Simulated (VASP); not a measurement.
Wanted: the native input for a VASP 6.6.1 run.

| Property | Result |
| --- | --- |
| Task | relaxation of cell and atoms |
| Functional | PBEsol |
| Potentials or basis | VASP PAW PBE potentials, release 64 (Ca_sv, Ag, I) |
| Cutoff | 600 eV |
| k mesh | 4 × 4 × 2 |
| Occupations | methfessel-paxton, width 0.025 eV |
| Spin | no spin polarisation |
| Dipole correction | no |
| Further INCAR settings | ALGO = Normal; EDIFF = 1e-07; IBRION = 2; EDIFFG = -0.01; NSW = 60; ISIF = 3 |

The structure of CaAgI lies in POSCAR:

```
CaAgI
1.0
    4.2512030000      0.0000000000      0.0000000000
    0.0000000000      4.2512030000      0.0000000000
    0.0000000000      0.0000000000      9.3367730000
Ca Ag I
2 2 2
Direct
    0.0000000000      0.5000000000      0.1600000000
    0.5000000000      0.0000000000      0.8400000000
    0.0000000000      0.0000000000      0.0000000000
    0.5000000000      0.5000000000      0.0000000000
    0.0000000000      0.5000000000      0.6750000000
    0.5000000000      0.0000000000      0.3250000000
```

One way to write it, as run:

INCAR

```
PREC     = Accurate       # precision mode
ENCUT    = 600            # plane-wave cutoff, eV
EDIFF    = 1E-7           # SCF threshold, eV
ISMEAR   = 1              # smearing method
SIGMA    = 0.025          # smearing width, eV
LREAL    = F              # projectors in reciprocal space
LASPH    = T              # aspherical terms in the spheres
NELM     = 100            # most SCF steps
ALGO     = Normal         # electronic algorithm
ISIF     = 3              # what is computed and relaxed
LWAVE    = F              # write WAVECAR
LCHARG   = F              # write CHGCAR
GGA      = PS             # functional
IBRION   = 2              # ionic algorithm
NSW      = 60             # ionic steps
EDIFFG   = -0.01          # ionic threshold
```

KPOINTS

```
Automatic mesh
0
Gamma
  4 4 2
```

Potentials or basis: VASP PAW PBE potentials, release 64 (Ca_sv, Ag, I).

The run is started by

```sh
$ cat potpaw_PBE.64/Ca_sv/POTCAR potpaw_PBE.64/Ag/POTCAR potpaw_PBE.64/I/POTCAR > POTCAR
$ mpirun -np 1 vasp_std > vasp.out
```

Results of the run:

The relaxed volume is 29.04 Å³/atom. The relaxed cell is a = 3.851 Å, b = 3.851 Å, c = 11.746 Å, α = 90.00°, β = 90.00°, γ = 90.00°. The space group after relaxing (to 0.05 Å) is P4/nmm (No. 129). The energy gained by relaxing is 467.7 meV/atom and the ionic steps are 47. The pressure after relaxing is 0.0 GPa, the largest force after relaxing is 0.005 eV/Å and the band gap on the k mesh is 0.27 eV, indirect (least direct gap 0.59 eV).

Caveat: the PAW data sets were made with another functional, which shifts forces and pressure a little; spin-orbit coupling is left out, which moves the levels of the heavy elements.

Wall time 36 min on 1 thread of Intel(R) Xeon(R) Platinum 8488C (Sapphire Rapids), with other jobs on the host, peak memory 0.38 GiB.
